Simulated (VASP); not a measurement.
Runs of VASP 6.6.1 on NbCd3. The structure is that of space group Pm-3m (No. 221), or close to it. The cells are those of the table. 

| cell | gap on the mesh (eV) | pressure (GPa) |
| --- | --- | --- |
| a = 4.215, b = 4.215, c = 4.074 Å, 4 atoms | none | (a) |
| a = 4.215, b = 4.215, c = 4.285 Å, 4 atoms | none | (b) |
| a = 4.215, b = 4.215, c = 4.145 Å, 4 atoms | none | 10.1 |
| a = 4.215, b = 4.215, c = 4.004 Å, 4 atoms | none | 15.5 |
| a = 4.215 Å, 4 atoms | none | 7.8 |
| a = 4.215, b = 4.215, c = 4.356 Å, 4 atoms | none | 3.9 |

Alike in all rows: task single point; level PBE; potentials or basis VASP PAW PBE potentials, release 64 (Nb_sv, Cd); no spin polarisation; k mesh 8 × 8 × 8; cutoff (eV) 520; smearing fermi-dirac 0.1 eV.

Problem. Fill in the values left out.

Solution. (a) 12.7; (b) 5.7.

Caveats: the cell stands under pressure.

A k mesh can miss the band edges, and the runs leave out spin-orbit coupling on Cd, Nb.

A gap of «none» marks levels without a gap at the run's occupations.
